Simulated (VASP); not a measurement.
The system is Sn5Ge.

```
Ge Sn
1.0
     4.61114    0.00000    0.00000
    -2.30557    3.99336    0.00000
     0.00000    0.00000   11.28256
Ge Sn
1 5
Cartesian
  0.0000 0.0000 -0.0120
  2.3056 1.3311 7.5908
  0.0000 2.6622 3.7056
  2.3056 1.3311 10.4799
  0.0000 2.6622 6.5759
  0.0000 0.0000 2.6869
```

- Program: VASP 6.6.1
- Task: relaxation of cell and atoms
- Functional: r2SCAN
- Potentials or basis: VASP PAW PBE potentials, release 64 (Ge_d, Sn_d)
- Cutoff: 600 eV
- k mesh: 6 × 6 × 2
- Occupations: fermi-dirac, width 0.02 eV
- Spin: no spin polarisation

At the start: pressure -1.7 GPa; volume 34.63 Å³/atom.

Where does the relaxation end?

Over 10 steps the energy falls by 7.8 meV/atom and the volume is 33.23 Å³/atom (-4.0 %); space group P3m1 (No. 156, to 0.1 Å) before and after.

Step by step:
```
step  energy change (eV)  largest force (eV/Å)  pressure (GPa)  volume (Å³)
   1              0.0000                0.0719           -1.71       207.76
   2             -0.0422                0.0395            0.62       196.83
   3             -0.0470                0.0143            0.01       199.37
   4             -0.0470                0.0133           -0.03       199.54
   5             -0.0470                0.0129           -0.03       199.53
   6             -0.0470                0.0142           -0.03       199.53
   7             -0.0470                0.0057            0.01       199.34
   8             -0.0470                0.0066            0.01       199.35
   9             -0.0470                0.0066            0.01       199.36
  10             -0.0471                0.0029            0.00       199.38
```

Final structure:
```cif
data_structure
_symmetry_space_group_name_H-M 'P 1'
_symmetry_Int_Tables_number 1
_cell_length_a 4.5520
_cell_length_b 4.5520
_cell_length_c 11.1108
_cell_angle_alpha 90.000
_cell_angle_beta 90.000
_cell_angle_gamma 120.000
_cell_volume 199.38
loop_
_atom_site_label
_atom_site_type_symbol
_atom_site_fract_x
_atom_site_fract_y
_atom_site_fract_z
_atom_site_occupancy
Ge1 Ge 0.00000 0.00000 0.99906 1
Sn1 Sn 0.66667 0.33333 0.67275 1
Sn2 Sn 0.33333 0.66667 0.32813 1
Sn3 Sn 0.66667 0.33333 0.92881 1
Sn4 Sn 0.33333 0.66667 0.58289 1
Sn5 Sn 0.00000 0.00000 0.23836 1
```

Caveat: the PAW data sets were made with another functional, which shifts forces and pressure a little.
